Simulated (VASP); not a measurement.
Input of a VASP 6.6.1 run:

INCAR

```
SYSTEM = C
PREC = Accurate
ENCUT = 520
EDIFF = 1E-7
ISMEAR = -1
SIGMA = 0.05
LREAL = .FALSE.
LASPH = .TRUE.
NELM = 100
ALGO = Normal
ISIF = 2
LWAVE = .FALSE.
LCHARG = .FALSE.
GGA = B5
ALDAX = 1.0
AGGAX = 1.0
AGGAC = 1.0
ALDAC = 0.0
IVDW = 13
VDW_S6 = 1.0
VDW_S8 = 2.34076671
VDW_A1 = 0.44488865
VDW_A2 = 4.0933009
NBANDS = 26
```

KPOINTS

```
regular mesh
0
G
  12 12 4
  0 0 0
```

File POSCAR:

```
C
1.0
    2.4706141248      0.0000000000      0.0000000000
   -1.2353070624      2.1396145950      0.0000000000
    0.0000000000      0.0000000000      8.0689487361
C
8
Direct
    0.6666666667      0.3333333333      0.8437500000
    0.3333333333      0.6666666667      0.3437500000
    0.6666666667      0.3333333333      0.6562500000
    0.3333333333      0.6666666667      0.1562500000
    0.0000000000      0.0000000000      0.9062500000
    0.0000000000      0.0000000000      0.4062500000
    0.0000000000      0.0000000000      0.5937500000
    0.0000000000      0.0000000000      0.0937500000
```

Potentials or basis: VASP PAW PBE potentials, release 64 (C).

Launch:

```console
$ cat potpaw_PBE.64/C/POTCAR > POTCAR
$ mpirun -np 1 vasp_std > vasp.out
```

**Question.** Predict the dispersion energy per atom.

**Answer.** -0.439 eV.

**Question.** What does it give for the largest force?

**Answer.** 0.377 eV/Å.

**Question.** Estimate the pressure.

**Answer.** 31.7 GPa.

**Question.** Estimate the band gap on the k mesh.

**Answer.** 4.92 eV, indirect (least direct gap 5.50 eV).

Stress tensor (GPa, compression positive):
```
26.84  0.00  0.00
 0.00 26.84  0.00
 0.00  0.00 41.34
```

Caveat: the PAW data sets were made with another functional, which shifts forces and pressure a little. A k mesh can miss the band edges.
